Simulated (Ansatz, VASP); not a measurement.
## Two plane-wave programs on SnO2

```
CELL_PARAMETERS angstrom
-3.24890 3.41447 3.41402
3.24890 -3.41447 3.41402
3.24890 3.41447 -3.41402
ATOMIC_POSITIONS crystal
Sn 0.50000 0.00000 0.00000
Sn 0.50000 0.50000 0.50000
Sn 0.00360 0.75360 0.25000
Sn 0.99640 0.24640 0.75000
O 0.80650 0.80377 0.49728
O 0.80650 0.30922 0.00272
O 0.30244 0.24594 0.05649
O 0.68944 0.24594 0.44350
O 0.31056 0.75406 0.55649
O 0.19350 0.69078 0.99728
O 0.69756 0.75406 0.94351
O 0.19350 0.19623 0.50272
```

Alike in both runs: task single point; functional PBE; k mesh 6 × 6 × 6; occupations gaussian, width 0.014 eV; no spin polarisation.

|  | VASP | Ansatz |
| --- | --- | --- |
| version | VASP 6.6.1 | Ansatz 0.2.0 |
| potentials or method | VASP PAW PBE potentials, release 64 (Sn_d, O) | Ansatz PAW |
| plane-wave cutoff (eV) | 520 | 420 |
| valence electrons in the cell | 104 | 104 |

```csv
,VASP,Ansatz,Ansatz less VASP
gap on the k mesh at the Fermi level (eV),0.62,0.63,+0.012
least direct gap on the mesh (eV),0.62,0.63,+0.012
pressure (GPa),-0.2,-0.8,-0.60
"traceless stress, the component that is largest in VASP (GPa)",-0.36,-0.55,-0.189
rms of the force components (eV/Å),0.022,0.026,+0.0039
```

Atom by atom the forces differ by 0.007 eV/Å (rms over components).
